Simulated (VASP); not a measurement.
# ZrIn2Se3 (P4/mmm) in VASP: further runs

Runs on ZrIn2Se3. Level: PBE. Tasks: single point, relaxation of cell and atoms.

Everything below comes from runs of VASP 6.6.1. Logs are shortened: lines on timing, memory, paths and dates and some standing lists are left out, and cuts for length are marked.

## (1) The cell of the first run

It takes space group P4/mmm (No. 123, tetragonal). The conventional cell has a = 3.514 Å, b = 3.514 Å, c = 11.305 Å, α = 90.00°, β = 90.00°, γ = 90.00°. Zr (site symmetry 4/mmm) has 8 Se at 2.92 Å and 4 Zr at 3.51 Å and 2 In at 3.86 Å within 3.9 Å. Within 4.0 Å of In (site symmetry 4mm) lie 8 Se at 3.06 to 3.41 Å and 5 In at 3.51 to 3.59 Å and 1 Zr at 3.86 Å. Se (site symmetry 4/mmm) has 8 In at 3.06 Å and 6 Se at 3.51 to 4.13 Å within 4.2 Å. Se (site symmetry 4mm) has 4 Zr at 2.92 Å and 5 Se at 3.05 to 3.51 Å and 4 In at 3.41 Å within 3.8 Å.

The cell was built from a structure type or drawn by symmetry, and may not be a known phase.

## (2) Single point, PBE

INCAR

```
PREC     = Accurate       # precision mode
ENCUT    = 520            # plane-wave cutoff, eV
EDIFF    = 1E-6           # SCF threshold, eV
ISMEAR   = 0              # smearing method
SIGMA    = 0.1            # smearing width, eV
LREAL    = F              # projectors in reciprocal space
LASPH    = T              # aspherical terms in the spheres
NELM     = 100            # most SCF steps
ALGO     = Normal         # electronic algorithm
ISIF     = 2              # what is computed and relaxed
LWAVE    = F              # write WAVECAR
LCHARG   = F              # write CHGCAR
GGA      = PE             # functional
NBANDS   = 37             # bands
```

KPOINTS

```
regular mesh
0
Gamma
  6 6 2
```

POSCAR

```
ZrIn2Se3
1.0
    3.5139311387      0.0000000000      0.0000000000
    0.0000000000      3.5139311387      0.0000000000
    0.0000000000      0.0000000000     11.3046049627
Zr In Se
1 2 3
Direct
    0.5000000000      0.5000000000      0.5000000000
    0.5000000000      0.5000000000      0.8413276024
    0.5000000000      0.5000000000      0.1586723976
    0.0000000000      0.0000000000      0.0000000000
    0.0000000000      0.0000000000      0.6348380611
    0.0000000000      0.0000000000      0.3651619389
```

Potentials or basis: VASP PAW PBE potentials, release 64 (Zr_sv, In_d, Se).

The run is started by

```bash
$ cat potpaw_PBE.64/Zr_sv/POTCAR potpaw_PBE.64/In_d/POTCAR potpaw_PBE.64/Se/POTCAR > POTCAR
$ mpirun -np 1 vasp_std > vasp.out
```

OUTCAR:

```text
PREC = Accurate
   ENCUT = 520
   EDIFF = 1E-6
   ISMEAR = 0
   LREAL = F
   LASPH = T
   NELM = 100
   ISIF = 2
   GGA = PE

 ion  position               nearest neighbor table
   1  0.500  0.500  0.500-   5 2.92   6 2.92   5 2.92   6 2.92   5 2.92   6 2.92   5 2.92   6 2.92
                             2 3.86   3 3.86
   2  0.500  0.500  0.841-   4 3.06   4 3.06   4 3.06   4 3.06   3 3.59   1 3.86
   3  0.500  0.500  0.159-   4 3.06   4 3.06   4 3.06   4 3.06   2 3.59   1 3.86
   4  0.000  0.000  0.000-   2 3.06   3 3.06   2 3.06   3 3.06   2 3.06   3 3.06   2 3.06   3 3.06

   5  0.000  0.000  0.635-   1 2.92   1 2.92   1 2.92   1 2.92
   6  0.000  0.000  0.365-   1 2.92   1 2.92   1 2.92   1 2.92

  LATTYP: Found a simple tetragonal cell.
 ALAT       =     3.5139311387
 C/A-ratio  =     3.2170820988

  Lattice vectors:

 A1 = (   3.5139311387,   0.0000000000,   0.0000000000)
 A2 = (   0.0000000000,   3.5139311387,   0.0000000000)
 A3 = (   0.0000000000,   0.0000000000,  11.3046049627)

Analysis of symmetry for initial positions (statically):
=====================================================================
 Subroutine PRICEL returns:
 Original cell was already a primitive cell.

 Routine SETGRP: Setting up the symmetry group for a
 simple tetragonal supercell.

 Subroutine GETGRP returns: Found 16 space group operations
 (whereof 16 operations were pure point group operations)
 out of a pool of 16 trial point group operations.

The static configuration has the point symmetry D_4h.

Analysis of symmetry for dynamics (positions and initial velocities):
=====================================================================
 Subroutine PRICEL returns:
 Original cell was already a primitive cell.

 Routine SETGRP: Setting up the symmetry group for a
 simple tetragonal supercell.

 Subroutine GETGRP returns: Found 16 space group operations
 (whereof 16 operations were pure point group operations)
 out of a pool of 16 trial point group operations.

The dynamic configuration has the point symmetry D_4h.

 Subroutine INISYM returns: Found 16 space group operations
 (whereof 16 operations are pure point group operations),
 and found     1 'primitive' translations

----------------------------------------------------------------------------------------

                                     Primitive cell

  volume of cell :     139.5860

  direct lattice vectors                    reciprocal lattice vectors
     3.513931139  0.000000000  0.000000000     0.284581559  0.000000000  0.000000000
     0.000000000  3.513931139  0.000000000     0.000000000  0.284581559  0.000000000
     0.000000000  0.000000000 11.304604963     0.000000000  0.000000000  0.088459526

  length of vectors
     3.513931139  3.513931139 11.304604963     0.284581559  0.284581559  0.088459526

  position of ions in fractional coordinates (direct lattice)
     0.500000000  0.500000000  0.500000000
     0.500000000  0.500000000  0.841327602
     0.500000000  0.500000000  0.158672398
     0.000000000  0.000000000  0.000000000
     0.000000000  0.000000000  0.634838061
     0.000000000  0.000000000  0.365161939

  ion indices of the primitive-cell ions
   primitive index   ion index
                 1           1
                 2           2
                 3           3
                 4           4
                 5           5
                 6           6

----------------------------------------------------------------------------------------

 KPOINTS: regular mesh

Automatic generation of k-mesh.
 Grid dimensions read from file:
 generate k-points for:    6    6    2

 Generating k-lattice:

  Cartesian coordinates                     Fractional coordinates (reciprocal lattice)
     0.047430260  0.000000000  0.000000000     0.166666667  0.000000000  0.000000000
     0.000000000  0.047430260  0.000000000     0.000000000  0.166666667  0.000000000
     0.000000000  0.000000000  0.044229763     0.000000000  0.000000000  0.500000000

  Length of vectors
     0.047430260  0.047430260  0.044229763

  Shift w.r.t. Gamma in fractional coordinates (k-lattice)
     0.000000000  0.000000000  0.000000000

 Subroutine IBZKPT returns following result:
 ===========================================

 Found     20 irreducible k-points:

 Following reciprocal coordinates:
            Coordinates               Weight
  0.000000  0.000000  0.000000      1.000000
  0.166667  0.000000  0.000000      4.000000
  0.333333  0.000000  0.000000      4.000000
  0.500000  0.000000  0.000000      2.000000
  0.166667  0.166667  0.000000      4.000000
  0.333333  0.166667  0.000000      8.000000
[... 12 lines left out ...]
  0.500000  0.333333  0.500000      4.000000
  0.500000  0.500000  0.500000      1.000000
   k-points           NKPTS =     20   k-points in BZ     NKDIM =     20   number of bands    NBANDS=     37
   number of dos      NEDOS =    301   number of ions     NIONS =      6
[... 32 lines left out ...]
   EFERMI_NEDOS =   21; number of points for ismear=-14 and -15
   IALGO  =     38    algorithm
   IMIX   =      4    mixing-type and parameters
     AMIX     =   0.40;   BMIX     =  1.00
     AMIX_MAG =   1.60;   BMIX_MAG =  1.00
  volume/ion in A,a.u.               =      23.26       157.00
  Fermi-wavevector in a.u.,A,eV,Ry     =   1.207416  2.281685 19.835295  1.457853
  Thomas-Fermi vector in A             =   2.343054
   LORBIT       =      0    0 simple, 1 ext, 2 COOP (PROOUT), +10 PAW based schemes
   GGA     = PE    functional components
   LHFCALC =     F    Hartree Fock is set to
   AEXX    =    0.0000 exact exchange contribution
   IVDW    =     0    specifies the selected vdW correction
   LEPSILON=     F    determine dielectric tensor
   LRPA    =     F    only Hartree local field effects (RPA)
 non-spin polarized calculation
 Gauss-broadening in eV      SIGMA  =   0.10
  energy-cutoff  :      520.00
  volume of cell :      139.59
 maximum number of plane-waves:      3802
 NGX is ok and might be reduce to    28
   NGX = 13   NGY = 13   NGZ = 43

 number of electron      56.0000011 magnetization

 Free energy of the ion-electron system (eV)
  ---------------------------------------------------
  ext. energy  EPLUGINS =         0.00000000
  ---------------------------------------------------
  free energy    TOTEN  =       -27.88107387 eV

  energy without entropy =      -27.87372775  energy(sigma->0) =      -27.87740081

 E-fermi :   6.7450     XC(G=0): -10.3329

 val. band max:        6.7180843829   @ k =   0.0000   0.0000   0.5000
 cond. band min:       6.7948523696   @ k =   0.5000   0.3333   0.0000
 fundamental gap:      0.0767679867
 Fermi energy:         6.7449734879

 k-point     1 :       0.0000    0.0000    0.0000
  band No.  band energies     occupation
      1     -43.1477      2.00000
      2     -21.2355      2.00000
      3     -21.0018      2.00000
      4     -21.0018      2.00000
      5      -7.9034      2.00000
      6      -7.8963      2.00000
[... 29 lines left out ...]
     36      11.5348      0.00000
     37      12.2775      0.00000

 k-point     2 :       0.1667    0.0000    0.0000
  band No.  band energies     occupation
      1     -43.1439      2.00000
      2     -21.2269      2.00000
      3     -21.0627      2.00000
      4     -20.9959      2.00000
      5      -7.8748      2.00000
      6      -7.8649      2.00000
[... 29 lines left out ...]
     36      10.9123      0.00000
     37      12.2516      0.00000

 k-point     3 :       0.3333    0.0000    0.0000
  band No.  band energies     occupation
      1     -43.1363      2.00000
      2     -21.2097      2.00000
      3     -21.1823      2.00000
      4     -20.9842      2.00000
      5      -7.9379      2.00000
      6      -7.8488      2.00000
[... 29 lines left out ...]
     36      11.1929      0.00000
     37      11.7553      0.00000
[... 601 lines left out ...]
 k-point    19 :       0.5000    0.3333    0.5000
  band No.  band energies     occupation
      1     -43.1216      2.00000
      2     -21.2058      2.00000
      3     -21.1810      2.00000
      4     -21.1409      2.00000
      5      -7.9466      2.00000
      6      -7.8270      2.00000
[... 29 lines left out ...]
     36      10.3074      0.00000
     37      10.3465      0.00000

 k-point    20 :       0.5000    0.5000    0.5000
  band No.  band energies     occupation
      1     -43.1179      2.00000
      2     -21.1940      2.00000
      3     -21.1940      2.00000
      4     -21.1742      2.00000
      5      -7.9685      2.00000
      6      -7.8563      2.00000
[... 29 lines left out ...]
     36      10.6084      0.00000
     37      11.3712      0.00000

------------------------ aborting loop because EDIFF is reached ----------------------------------------

  FORCE on cell =-STRESS in cart. coord.  units (eV):
  Direction    XX          YY          ZZ          XY          YZ          ZX
  --------------------------------------------------------------------------------------
  -------------------------------------------------------------------------------------
  Total        0.0344776      0.0344776      0.0145861      0.0000000      0.0000000      0.0000000
  in kB        0.3957361      0.3957361      0.1674204      0.0000000      0.0000000      0.0000000
  external PRESSURE =       0.3196309 kB  Pullay stress =       0.0000000 kB

 VOLUME and BASIS-vectors are now :
 -----------------------------------------------------------------------------
  energy-cutoff  :      520.00
  volume of cell :      139.59
      direct lattice vectors                 reciprocal lattice vectors
     3.513931139  0.000000000  0.000000000     0.284581559  0.000000000  0.000000000
     0.000000000  3.513931139  0.000000000     0.000000000  0.284581559  0.000000000
     0.000000000  0.000000000 11.304604963     0.000000000  0.000000000  0.088459526

 POSITION                                       TOTAL-FORCE (eV/Angst)
 -----------------------------------------------------------------------------------
      1.75697      1.75697      5.65230        -0.000000     -0.000000      0.000000
      1.75697      1.75697      9.51088        -0.000000     -0.000000     -0.001280
      1.75697      1.75697      1.79373        -0.000000     -0.000000      0.001280
      0.00000      0.00000      0.00000        -0.000000     -0.000000      0.000000
      0.00000      0.00000      7.17659        -0.000000      0.000000      0.007172
      0.00000      0.00000      4.12801         0.000000     -0.000000     -0.007172
 -----------------------------------------------------------------------------------
    total drift:                                0.000000      0.000000      0.000000

  FREE ENERGIE OF THE ION-ELECTRON SYSTEM (eV)
  ---------------------------------------------------
  free  energy   TOTEN  =       -27.8810738746 eV

  energy  without entropy=      -27.8737277535  energy(sigma->0) =      -27.87740081
```

It took 3.6 min on 1 thread of Intel Xeon 8259CL, shared host; peak memory 0.3 GiB.

Results:

| Quantity | Value |
| --- | --- |
| Free energy | -27.8811 eV |
| Pressure | 0.0 GPa |
| Largest force | 0.007 eV/Å |
| Band gap on the k mesh | zero (bands 28 and 29 overlap by 0.56 eV) |

Forces on the atoms (eV/Å):
```
Zr   0.000  0.000  0.000
In   0.000  0.000 -0.001
In   0.000  0.000  0.001
Se   0.000  0.000  0.000
Se   0.000  0.000  0.007
Se   0.000  0.000 -0.007
```

Levels at points of the mesh, in eV from the Fermi level:
| k point | band 26 | band 27 | band 28 | band 29 | band 30 | band 31 |
| --- | --- | --- | --- | --- | --- | --- |
| (0.00, 0.00, 0.00) | -1.53 | -1.03 | -1.03 | 0.72 | 1.17 | 1.58 |
| (0.50, 0.00, 0.00) | -1.49 | -0.36 | -0.23 | 0.52 | 0.95 | 1.14 |
| (0.50, 0.50, 0.00) | -2.13 | -1.93 | -0.39 | -0.32 | 0.11 | 0.11 |
| (0.00, 0.00, 0.50) | -1.09 | -1.09 | -0.80 | -0.03 | 0.79 | 1.87 |
| (0.50, 0.00, 0.50) | -0.56 | -0.38 | -0.37 | -0.22 | 0.91 | 1.14 |
| (0.50, 0.50, 0.50) | -2.17 | -1.90 | -0.62 | 0.24 | 0.24 | 0.65 |

Caveat: spin-orbit coupling is left out, which moves the levels of the heavy elements.

## (3) Relaxation of cell and atoms, PBE

This run uses another cell than the first one, of 23.49 Å³/atom.

INCAR

```
SYSTEM = ZrIn2Se3
PREC     = Accurate       ! precision mode
ENCUT    = 600            ! plane-wave cutoff, eV
EDIFF    = 1E-7           ! SCF threshold, eV
ISMEAR   = 0              ! smearing method
SIGMA    = 0.1            ! smearing width, eV
LREAL    = .FALSE.        ! projectors in reciprocal space
LASPH    = .TRUE.         ! aspherical terms in the spheres
NELM     = 100            ! most SCF steps
ALGO     = Normal         ! electronic algorithm
ISIF     = 3              ! what is computed and relaxed
LWAVE    = .FALSE.        ! write WAVECAR
LCHARG   = .FALSE.        ! write CHGCAR
GGA      = PE             ! functional
IBRION   = 2              ! ionic algorithm
NSW      = 90             ! ionic steps
EDIFFG   = -0.04          ! ionic threshold
```

KPOINTS

```
Automatic mesh
0
G
  6 6 2
  0 0 0
```

POSCAR

```
ZrIn2Se3
1.0
    3.5186160460      0.0000000000      0.0000000000
    0.0000000000      3.5186160460      0.0000000000
    0.0000000000      0.0000000000     11.3832723651
Zr In Se
1 2 3
Direct
    0.5000000000      0.5000000000      0.5000000000
    0.5000000000      0.5000000000      0.8361208369
    0.5000000000      0.5000000000      0.1638791631
    0.0000000000      0.0000000000      0.0000000000
    0.0000000000      0.0000000000      0.6337623764
    0.0000000000      0.0000000000      0.3662376236
```

Potentials or basis: VASP PAW PBE potentials, release 64 (Zr_sv, In_d, Se).

The run is started by

```bash
$ cat potpaw_PBE.64/Zr_sv/POTCAR potpaw_PBE.64/In_d/POTCAR potpaw_PBE.64/Se/POTCAR > POTCAR
$ mpirun -np 1 vasp_std > vasp.out
```

It took 22 min on 1 thread of Intel Xeon 8259CL, shared host; peak memory 0.34 GiB.

Results (log left out):

- Free energy: -27.8809 eV
- Relaxed volume: 23.27 Å³/atom
- Relaxed cell: a = 3.518 Å, b = 3.518 Å, c = 11.283 Å, α = 90.00°, β = 90.00°, γ = 90.00°
- Space group after relaxing (to 0.1 Å): P4/mmm (No. 123)
- Energy gained by relaxing: 3.2 meV/atom
- Ionic steps: 7
- Pressure after relaxing: -0.1 GPa
- Largest force after relaxing: 0.021 eV/Å
- Band gap on the k mesh: zero (bands 28 and 29 overlap by 0.55 eV)

Forces on the atoms (eV/Å):
```
Zr   0.000  0.000  0.000
In   0.000  0.000  0.021
In   0.000  0.000 -0.021
Se   0.000  0.000  0.000
Se   0.000  0.000 -0.019
Se   0.000  0.000  0.019
```

Stress tensor (GPa, compression positive):
```
-0.13  0.00  0.00
 0.00 -0.13  0.00
 0.00  0.00 -0.02
```

The path:
```
step  energy change (eV)  largest force (eV/Å)  pressure (GPa)  volume (Å³)
   1              0.0000                0.2554           -0.59       140.93
   2             -0.0080                0.1909            0.20       139.16
   3             -0.0084                0.1715            0.43       138.68
   4             -0.0152                0.1037            0.30       138.85
   5             -0.0186                0.0375            0.16       139.06
   6             -0.0186                0.0349            0.15       139.07
   7             -0.0190                0.0206           -0.09       139.65
```

Final structure:
```
Zr In Se
1.0
     3.51807    0.00000    0.00000
     0.00000    3.51807    0.00000
     0.00000    0.00000   11.28288
Zr In Se
1 2 3
Direct
  0.50000 0.50000 0.50000
  0.50000 0.50000 0.84087
  0.50000 0.50000 0.15913
  0.00000 0.00000 0.00000
  0.00000 0.00000 0.63518
  0.00000 0.00000 0.36482
```

Levels at points of the mesh, in eV from the Fermi level:
| k point | band 25 | band 26 | band 27 | band 28 | band 29 | band 30 | band 31 | band 32 |
| --- | --- | --- | --- | --- | --- | --- | --- | --- |
| (0.00, 0.00, 0.00) | -1.55 | -1.55 | -1.03 | -1.03 | 0.70 | 1.16 | 1.58 | 1.86 |
| (0.50, 0.00, 0.00) | -1.89 | -1.48 | -0.38 | -0.23 | 0.53 | 0.96 | 1.13 | 1.92 |
| (0.50, 0.50, 0.00) | -3.26 | -2.13 | -1.95 | -0.41 | -0.32 | 0.11 | 0.11 | 2.42 |
| (0.00, 0.00, 0.50) | -1.48 | -1.08 | -1.08 | -0.80 | -0.03 | 0.78 | 1.86 | 2.35 |
| (0.50, 0.00, 0.50) | -2.42 | -0.56 | -0.39 | -0.36 | -0.22 | 0.91 | 1.13 | 2.82 |
| (0.50, 0.50, 0.50) | -3.20 | -2.20 | -1.89 | -0.63 | 0.24 | 0.24 | 0.65 | 0.95 |

Caveat: spin-orbit coupling is left out, which moves the levels of the heavy elements.

## (4) Single point, PBE

This run uses another cell than the first one, of 23.13 Å³/atom.

INCAR

```
SYSTEM = ZrIn2Se3
ALGO = Normal ; EDIFF = 1E-7
ENCUT = 520 ; GGA = PE
ISIF = 2 ; ISMEAR = 0
LASPH = .True. ; LCHARG = .True.
LELF = .True. ; LREAL = .False.
LVHAR = .True. ; LWAVE = .False.
NBANDS = 37 ; NELM = 80
PREC = Accurate ; SIGMA = 0.1
```

KPOINTS

```
k-points
0
Gamma
  10 10 4
  0 0 0
```

POSCAR

```
ZrIn2Se3
1.0
    3.5167237621      0.0000000000      0.0000000000
    0.0000000000      3.5167237621      0.0000000000
    0.0000000000      0.0000000000     11.2233576654
Zr In Se
1 2 3
Direct
    0.5000000000      0.5000000000      0.5000000000
    0.5000000000      0.5000000000      0.8394182911
    0.5000000000      0.5000000000      0.1605817089
    0.0000000000      0.0000000000      0.0000000000
    0.0000000000      0.0000000000      0.6352886021
    0.0000000000      0.0000000000      0.3647113979
```

The run is started by

```bash
$ cat potpaw_PBE.64/Zr_sv/POTCAR potpaw_PBE.64/In_d/POTCAR potpaw_PBE.64/Se/POTCAR > POTCAR
$ mpirun -np 1 vasp_std > vasp.out
```

Wall time 11 min (1 thread of Intel Xeon 8259CL, shared host); peak memory 0.45 GiB.

It converged, with:

```
Free energy            : -27.8860 eV
Pressure               : 0.1 GPa
Largest force          : 0.007 eV/Å
Band gap on the k mesh : zero (bands 28 and 29 overlap by 0.84 eV)
```

Forces on the atoms (eV/Å):
```
Zr   0.000  0.000  0.000
In   0.000  0.000  0.001
In   0.000  0.000 -0.001
Se   0.000  0.000  0.000
Se   0.000  0.000  0.007
Se   0.000  0.000 -0.007
```

Stress tensor (GPa, compression positive):
```
0.08 0.00 0.00
0.00 0.08 0.00
0.00 0.00 0.00
```

Levels at points of the mesh, in eV from the Fermi level:
```
           k point  band 26  band 27  band 28  band 29  band 30  band 31
(0.00, 0.00, 0.00)    -1.50    -0.97    -0.97     0.75     1.24     1.69
(0.50, 0.00, 0.00)    -1.39    -0.32    -0.18     0.64     1.06     1.19
(0.50, 0.50, 0.00)    -2.09    -1.92    -0.38    -0.23     0.17     0.17
(0.00, 0.00, 0.50)    -1.03    -1.03    -0.69     0.04     0.85     1.93
(0.50, 0.00, 0.50)    -0.49    -0.33    -0.27    -0.17     0.99     1.19
(0.50, 0.50, 0.50)    -2.18    -1.84    -0.55     0.31     0.31     0.72
```

Caveat: spin-orbit coupling is left out, which moves the levels of the heavy elements.

## (5) Summary

```tsv
task	cell	k mesh	cutoff (eV)	gap on the mesh (eV)	pressure (GPa)	largest force (eV/Å)
single point	a = 3.514, b = 3.514, c = 11.305 Å, 6 atoms, atomic positions A	6 × 6 × 2	520	none	0.0	0.01
relaxation of cell and atoms	relaxed from a = 3.519, b = 3.519, c = 11.383 Å, 6 atoms, atomic positions B	6 × 6 × 2	600	none	-0.1	0.02
single point	a = 3.517, b = 3.517, c = 11.223 Å, 6 atoms, atomic positions C	10 × 10 × 4	520	none	0.1	0.01
```

Alike in all rows: level PBE; potentials or basis VASP PAW PBE potentials, release 64 (Zr_sv, In_d, Se); no spin polarisation; smearing gaussian 0.1 eV.

Caveats: spin-orbit coupling is left out, which moves the levels of the heavy elements.

Absolute energies hang on the potentials; compare differences alone.
